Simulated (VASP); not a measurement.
A run of VASP 6.6.1 is set up as follows.

INCAR

```
PREC = Accurate ; ENCUT = 520
EDIFF = 1E-8 ; ISMEAR = -1
SIGMA = 0.05 ; LREAL = F
LASPH = T ; NELM = 60
ALGO = Normal ; ISIF = 2
LWAVE = F ; LCHARG = F
GGA = PS ; LEFG = T
NBANDS = 21
```

The input KPOINTS:

```
Automatic mesh
0
Gamma
  12 12 7
```

Contents of POSCAR:

```
Pb
1.0
    3.4095646533      0.0000000000      0.0000000000
   -1.7047823266      2.9527696056      0.0000000000
    0.0000000000      0.0000000000      5.4768570775
Pb
2
Direct
    0.3333333333      0.6666666667      0.2500000000
    0.6666666667      0.3333333333      0.7500000000
```

Potentials or basis: VASP PAW PBE potentials, release 64 (Pb_d).

Run with:

```sh
$ cat potpaw_PBE.64/Pb_d/POTCAR > POTCAR
$ mpirun -np 1 vasp_std > vasp.out
```

Estimate the band gap on the k mesh.

zero (bands 14 and 15 overlap by 8.20 eV).

Predict the pressure.

4.5 GPa.

Stress tensor (GPa, compression positive):
```
4.69 0.00 0.00
0.00 4.69 0.00
0.00 0.00 4.01
```

Caveat: the cell stands under pressure; without QUAD_EFG the Cq values of the log hold for a quadrupole moment of 1 mb, not for the nuclei; the PAW data sets were made with another functional, which shifts forces and pressure a little; spin-orbit coupling is left out, which moves the levels of the heavy elements.
